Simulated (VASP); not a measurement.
A run of VASP 6.6.1:

Contents of POSCAR:

```
Cl
1.0
   -1.6899251603      1.6899251603      1.6899251603
    1.6899251603     -1.6899251603      1.6899251603
    1.6899251603      1.6899251603     -1.6899251603
Cl
1
Direct
    0.0000000000      0.0000000000      0.0000000000
```

Contents of INCAR.step1:

```
ALGO = Normal
EDIFF = 1E-6
ENCUT = 520
GGA = PS
ISIF = 2
ISMEAR = -1
LASPH = True
LCHARG = True
LREAL = False
LWAVE = False
NBANDS = 10
NELM = 60
PREC = Accurate
SIGMA = 0.08
```

KPOINTS.step1

```
k-points
0
Gamma
  15 15 15
```

The input INCAR.step2:

```
ALGO = Normal
EDIFF = 1E-6
ENCUT = 520
GGA = PS
ICHARG = 11
ISIF = 2
ISMEAR = -5
LASPH = True
LCHARG = False
LORBIT = 11
LREAL = False
LWAVE = False
NBANDS = 10
NEDOS = 1001
NELM = 60
PREC = Accurate
SIGMA = 0.08
```

KPOINTS.step2

```
k-points
0
Gamma
  23 23 23
```

Potentials or basis: VASP PAW PBE potentials, release 64 (Cl).

Launch:

```bash
$ cat potpaw_PBE.64/Cl/POTCAR > POTCAR
$ cp INCAR.step1 INCAR
$ cp KPOINTS.step1 KPOINTS
$ mpirun -np 1 vasp_std > vasp.out
$ cp INCAR.step2 INCAR
$ cp KPOINTS.step2 KPOINTS
$ mpirun -np 1 vasp_std > vasp.out
```

Hardware: 1 thread of AMD EPYC 7R13 Processor (Zen 3), on a shared host.

Problem. How long does it take, and how much memory?

Solution. It took 72 s on 1 thread of AMD EPYC 7R13 Processor (Zen 3), on a shared host, peak memory 0.16 GiB. Counts: k points 364.
